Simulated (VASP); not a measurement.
# TiGeSb (P4/nmm) in VASP: further runs, part 2 of 2

VASP 6.6.1.

### Step 4. Single point, LDA

INCAR

```
ALGO = Normal
EDIFF = 1E-6
ENCUT = 500
GGA = CA
GGA_COMPAT = False
ISIF = 2
ISMEAR = 0
LASPH = True
LCHARG = False
LREAL = False
LWAVE = False
NBANDS = 40
NELM = 120
PREC = Accurate
SIGMA = 0.15
```

KPOINTS

```
k-points
0
Gamma
  5 5 2
```

POSCAR

```
TiGeSb
1.0
    3.7022000000      0.0000000000      0.0000000000
    0.0000000000      3.7022000000      0.0000000000
    0.0000000000      0.0000000000      8.2137000000
Ti Ge Sb
2 2 2
Direct
    0.5000000000      0.0000000000      0.2487500000
    1.0000000000      0.5000000000      0.7512500000
    1.0000000000      0.0000000000      0.0000000000
    0.5000000000      0.5000000000      0.0000000000
    0.5000000000      0.0000000000      0.6155600000
    1.0000000000      0.5000000000      0.3844400000
```

Potentials or basis: VASP PAW LDA potentials, release 64 (Ti_sv, Ge_d, Sb).

Command:

```sh
cat potpaw_LDA.64/Ti_sv/POTCAR potpaw_LDA.64/Ge_d/POTCAR potpaw_LDA.64/Sb/POTCAR > POTCAR
mpirun -np 1 vasp_std > vasp.out
```

OUTCAR:

```text
EDIFF = 1E-6
   ENCUT = 500
   GGA = CA
   ISIF = 2
   ISMEAR = 0
   LASPH = True
   LREAL = False
   NELM = 120
   PREC = Accurate

 ion  position               nearest neighbor table
   1  0.500  0.000  0.249-   3 2.76   4 2.76   4 2.76   3 2.76   6 2.85   6 2.85   6 2.85   6 2.85
                             5 3.01
   2  0.000  0.500  0.751-   3 2.76   4 2.76   3 2.76   4 2.76   5 2.85   5 2.85   5 2.85   5 2.85
                             6 3.01
   3  0.000  0.000  0.000-   4 2.62   4 2.62   4 2.62   4 2.62   2 2.76   1 2.76   1 2.76   2 2.76

   4  0.500  0.500  0.000-   3 2.62   3 2.62   3 2.62   3 2.62   2 2.76   2 2.76   1 2.76   1 2.76

   5  0.500  0.000  0.616-   2 2.85   2 2.85   2 2.85   2 2.85   1 3.01   6 3.23   6 3.23   6 3.23
                             6 3.23
   6  0.000  0.500  0.384-   1 2.85   1 2.85   1 2.85   1 2.85   2 3.01   5 3.23   5 3.23   5 3.23
                             5 3.23

  LATTYP: Found a simple tetragonal cell.
 ALAT       =     3.7022000000
 C/A-ratio  =     2.2185997515

  Lattice vectors:

 A1 = (   3.7022000000,   0.0000000000,   0.0000000000)
 A2 = (   0.0000000000,   3.7022000000,   0.0000000000)
 A3 = (   0.0000000000,   0.0000000000,   8.2137000000)

Analysis of symmetry for initial positions (statically):
=====================================================================
 Subroutine PRICEL returns:
 Original cell was already a primitive cell.

 Routine SETGRP: Setting up the symmetry group for a
 simple tetragonal supercell.

 Subroutine GETGRP returns: Found 16 space group operations
 (whereof  8 operations were pure point group operations)
 out of a pool of 16 trial point group operations.

The static configuration has the point symmetry D_2d.
 The point group associated with its full space group is D_4h.

Analysis of symmetry for dynamics (positions and initial velocities):
[... 127 lines left out ...]
     AMIX_MAG =   1.60;   BMIX_MAG =  1.00
  volume/ion in A,a.u.               =      18.76       126.62
  Fermi-wavevector in a.u.,A,eV,Ry     =   1.341897  2.535818 24.499843  1.800688
  Thomas-Fermi vector in A             =   2.470094
   LORBIT       =      0    0 simple, 1 ext, 2 COOP (PROOUT), +10 PAW based schemes
   GGA     = CA    functional components
   LHFCALC =     F    Hartree Fock is set to
   AEXX    =    0.0000 exact exchange contribution
   IVDW    =     0    specifies the selected vdW correction
   LEPSILON=     F    determine dielectric tensor
   LRPA    =     F    only Hartree local field effects (RPA)
 non-spin polarized calculation
 Gauss-broadening in eV      SIGMA  =   0.15
  energy-cutoff  :      500.00
  volume of cell :      112.58
 maximum number of plane-waves:      2885
 NGX is ok and might be reduce to    28
   NGX = 13   NGY = 13   NGZ = 29

 number of electron      61.9999985 magnetization

 Free energy of the ion-electron system (eV)
  ---------------------------------------------------
  ext. energy  EPLUGINS =         0.00000000
  ---------------------------------------------------
  free energy    TOTEN  =       -40.25408699 eV

  energy without entropy =      -40.22004263  energy(sigma->0) =      -40.23706481

 E-fermi :   8.7586     XC(G=0): -11.6412

 val. band max:        8.6725933742   @ k =   0.4000   0.2000   0.5000
 cond. band min:       8.7832296542   @ k =   0.2000   0.0000   0.0000
 fundamental gap:      0.1106362800
 Fermi energy:         8.7586387680

 k-point     1 :       0.0000    0.0000    0.0000
  band No.  band energies     occupation
      1     -47.3358      2.00000
      2     -47.3355      2.00000
      3     -24.0059      2.00000
      4     -24.0059      2.00000
      5     -24.0055      2.00000
      6     -24.0055      2.00000
[... 505 lines left out ...]
     39      11.8135      0.00000
     40      12.4219      0.00000

------------------------ aborting loop because EDIFF is reached ----------------------------------------

  FORCE on cell =-STRESS in cart. coord.  units (eV):
  Direction    XX          YY          ZZ          XY          YZ          ZX
  --------------------------------------------------------------------------------------
  -------------------------------------------------------------------------------------
  Total       -3.5210667     -3.5210667     -3.5196756      0.0000000      0.0000000      0.0000000
  in kB      -50.1102132    -50.1102132    -50.0904149      0.0000000      0.0000000      0.0000000
  external PRESSURE =     -50.1036138 kB  Pullay stress =       0.0000000 kB

 VOLUME and BASIS-vectors are now :
 -----------------------------------------------------------------------------
  energy-cutoff  :      500.00
  volume of cell :      112.58
      direct lattice vectors                 reciprocal lattice vectors
     3.702200000  0.000000000  0.000000000     0.270109665  0.000000000  0.000000000
     0.000000000  3.702200000  0.000000000     0.000000000  0.270109665  0.000000000
     0.000000000  0.000000000  8.213700000     0.000000000  0.000000000  0.121747812

 POSITION                                       TOTAL-FORCE (eV/Angst)
 -----------------------------------------------------------------------------------
      1.85110      0.00000      2.04316         0.000000      0.000000     -0.228408
      0.00000      1.85110      6.17054         0.000000      0.000000      0.228408
      0.00000      0.00000      0.00000         0.000000     -0.000000     -0.000000
      1.85110      1.85110      0.00000        -0.000000      0.000000     -0.000000
      1.85110      0.00000      5.05603         0.000000      0.000000      0.082174
      0.00000      1.85110      3.15767         0.000000      0.000000     -0.082174
 -----------------------------------------------------------------------------------
    total drift:                                0.000000      0.000000      0.000000

  FREE ENERGIE OF THE ION-ELECTRON SYSTEM (eV)
  ---------------------------------------------------
  free  energy   TOTEN  =       -40.2540869885 eV

  energy  without entropy=      -40.2200426348  energy(sigma->0) =      -40.23706481
```

stdout:

```text
POSCAR found type information on POSCAR TiGeSb
 POSCAR found :  3 types and       6 ions
 scaLAPACK will be used
 LDA part: xc-table for (Slater(with rela. corr.)+CA(PZ))
 , standard interpolation
 POSCAR, INCAR and KPOINTS ok, starting setup
 FFT: planning ... GRIDC
 FFT: planning ... GRID_SOFT
 FFT: planning ... GRID
 WAVECAR not read
 entering main loop
```

Run time: 84 s. Hardware: 1 thread of Intel Xeon 8259CL, shared host; peak memory 0.2 GiB.

Results:

- Free energy: -40.2541 eV
- Pressure: -5.0 GPa
- Largest force: 0.228 eV/Å
- Band gap on the k mesh: zero (bands 31 and 32 overlap by 1.96 eV)

Forces in eV/Å, atoms in the order of the input:
```
Ti   0.000  0.000 -0.228
Ti   0.000  0.000  0.228
Ge   0.000  0.000  0.000
Ge   0.000  0.000  0.000
Sb   0.000  0.000  0.082
Sb   0.000  0.000 -0.082
```

Levels at points of the mesh, in eV from the Fermi level:
| k point | band 29 | band 30 | band 31 | band 32 | band 33 | band 34 |
| --- | --- | --- | --- | --- | --- | --- |
| (0.00, 0.00, 0.00) | -1.09 | 0.29 | 0.49 | 0.49 | 0.73 | 1.18 |
| (0.00, 0.00, 0.50) | -1.16 | 0.25 | 0.82 | 0.97 | 1.02 | 1.02 |

Caveat: the k points lie up to 0.38 Å⁻¹ apart, too coarse for converged energies and pressures of a metal; spin-orbit coupling is left out, which moves the levels of the heavy elements.

### Step 5. Single point, LDA

INCAR

```
ALGO = Normal
EDIFF = 1E-6
ENCUT = 500
GGA_COMPAT = F
ISIF = 2
ISMEAR = 0
LASPH = T
LCHARG = F
LREAL = F
LWAVE = F
NBANDS = 40
NELM = 120
PREC = Accurate
SIGMA = 0.15
```

KPOINTS

```
k-points
0
Gamma
  6 6 3
```

POSCAR is that of step 4.

Command:

```sh
cat potpaw_LDA.64/Ti_sv/POTCAR potpaw_LDA.64/Ge_d/POTCAR potpaw_LDA.64/Sb/POTCAR > POTCAR
mpirun -np 1 vasp_std > vasp.out
```

It took 2 min on 1 thread of Intel Xeon 8259CL, shared host; peak memory 0.22 GiB.

The run converged. Its results:

```
Free energy            : -40.2459 eV
Pressure               : -5.1 GPa
Largest force          : 0.134 eV/Å
Band gap on the k mesh : zero (bands 31 and 32 overlap by 2.29 eV)
```

Forces on the atoms (eV/Å):
```
Ti   0.000  0.000 -0.134
Ti   0.000  0.000  0.134
Ge   0.000  0.000  0.000
Ge   0.000  0.000  0.000
Sb   0.000  0.000  0.102
Sb   0.000  0.000 -0.102
```

Levels at points of the mesh, in eV from the Fermi level:
```csv
k point,band 27,band 28,band 29,band 30,band 31,band 32,band 33,band 34,band 35,band 36
"(0.00, 0.00, 0.00)",-1.36,-1.36,-1.10,0.27,0.47,0.47,0.71,1.17,1.21,1.48
"(0.50, 0.00, 0.00)",-1.04,-1.04,-1.01,-1.01,-0.09,-0.09,1.66,1.66,2.10,2.10
"(0.50, 0.50, 0.00)",-2.30,-2.30,-2.10,-2.10,-1.31,-1.31,1.84,1.84,2.07,2.07
```

Caveat: the cell stands under tension; spin-orbit coupling is left out, which moves the levels of the heavy elements.

### Step 6. The runs side by side

| k mesh | gap on the mesh (eV) | pressure (GPa) | largest force (eV/Å) |
| --- | --- | --- | --- |
| 2 × 2 × 1 | none | -4.5 | 0.57 |
| 3 × 3 × 2 | none | -5.1 | 0.55 |
| 5 × 5 × 2 | none | -5.0 | 0.23 |
| 6 × 6 × 3 | none | -5.1 | 0.13 |

Alike in all rows: task single point; level LDA; potentials or basis VASP PAW LDA potentials, release 64 (Ti_sv, Ge_d, Sb); no spin polarisation; cell as given; cutoff (eV) 500; smearing gaussian 0.15 eV.

Caveats: some runs use coarse meshes; spin-orbit coupling is left out, which moves the levels of the heavy elements; the cell stands under tension (at least some runs).

Total energies depend on the potentials used, so only differences within one code and one set of settings carry meaning.

The gap in the log of VASP goes by the Fermi energy; the results here count the filled bands.